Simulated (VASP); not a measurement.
Runs of VASP 6.6.1 on InSb3. The structure is that of space group Fm-3m (No. 225), or close to it. The cells are those of the table. 

```tsv
level	potentials or basis	cell	k mesh	gap on the mesh (eV)	pressure (GPa)
PBEsol	VASP PAW PBE potentials, release 64 (Sb, In_d)	a = 5.472 Å, angles 60.0°, 4 atoms	6 × 6 × 6	none	-5.4
PBE	VASP PAW PBE potentials, release 64 (Sb, In_d)	a = 5.366 Å, angles 60.0°, 4 atoms	4 × 4 × 4	none	-1.4
r2SCAN	VASP PAW PBE potentials, release 64 (Sb, In_d)	a = 5.402 Å, angles 60.0°, 4 atoms	6 × 6 × 6	none	-2.1
PBEsol	VASP PAW PBE potentials, release 64 (Sb, In_d)	a = 5.330 Å, angles 60.0°, 4 atoms	6 × 6 × 6	none	-2.2
PBEsol	VASP PAW PBE potentials, release 64 (Sb, In_d)	a = 5.257 Å, angles 60.0°, 4 atoms	6 × 6 × 6	none	(b)
PBEsol	VASP PAW PBE potentials, release 64 (Sb, In_d)	a = 5.402 Å, angles 60.0°, 4 atoms	6 × 6 × 6	none	-4.0
LDA	VASP PAW LDA potentials, release 64 (Sb, In_d)	a = 5.472 Å, angles 60.0°, 4 atoms	6 × 6 × 6	none	-6.3
PBEsol	VASP PAW PBE potentials, release 64 (Sb, In_d)	a = 5.366 Å, angles 60.0°, 4 atoms	6 × 6 × 6	none	-3.1
PBEsol	VASP PAW PBE potentials, release 64 (Sb, In_d)	a = 5.437 Å, angles 60.0°, 4 atoms	6 × 6 × 6	none	-4.7
r2SCAN	VASP PAW PBE potentials, release 64 (Sb, In_d)	a = 5.294 Å, angles 60.0°, 4 atoms	6 × 6 × 6	none	1.2
PBEsol	VASP PAW PBE potentials, release 64 (Sb, In_d)	a = 5.294 Å, angles 60.0°, 4 atoms	6 × 6 × 6	none	-1.1
r2SCAN	VASP PAW PBE potentials, release 64 (Sb, In_d)	a = 5.330 Å, angles 60.0°, 4 atoms	6 × 6 × 6	none	(a)
```

Alike in all rows: task single point; no spin polarisation; cutoff (eV) 520; smearing fermi-dirac 0.05 eV.

**Question.** Estimate the missing entries.

**Answer.** (a) 0.0; (b) 0.2.

Caveats: spin-orbit coupling is left out, which moves the levels of the heavy elements; the PAW data sets were made with another functional, which shifts forces and pressure a little (some runs).

A k mesh can miss the band edges, and the runs leave out spin-orbit coupling on In, Sb.

A gap of «none» marks levels without a gap at the run's occupations.
